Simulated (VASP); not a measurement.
SrO, 2 atoms in the cell. It takes space group Fm-3m (No. 225, cubic). Conventional cell: a = 5.123 Å, b = 5.123 Å, c = 5.123 Å, α = 90.00°, β = 90.00°, γ = 90.00°. Within 3.4 Å of Sr (site symmetry m-3m) lie 6 O at 2.56 Å. Within 3.4 Å of O (site symmetry m-3m) lie 6 Sr at 2.56 Å. 

- Program: VASP 6.6.1
- Task: single point
- Functional: PBEsol
- Potentials or basis: VASP PAW PBE potentials, release 64 (Sr_sv, O)
- Cutoff: 600 eV
- k mesh: 8 × 8 × 8
- Occupations: gaussian, width 0.02 eV
- Spin: no spin polarisation
- Dipole correction: no
- Further INCAR settings: ALGO = Normal; EDIFF = 1e-06; NBANDS = 15

Potentials or basis: VASP PAW PBE potentials, release 64 (Sr_sv, O).

Launch:

```bash
$ cat potpaw_PBE.64/Sr_sv/POTCAR potpaw_PBE.64/O/POTCAR > POTCAR
$ mpirun -np 1 vasp_std > vasp.out
```

Hardware: 1 thread of AMD EPYC 9R45 96-Core Processor (Zen 5) (shared host).

**Question.** How long does it take, and how much memory?

**Answer.** Run time: 12 s on 1 thread of AMD EPYC 9R45 96-Core Processor (Zen 5), on a shared host, peak memory 0.15 GiB. Counts: scf iterations 13, k points 29.
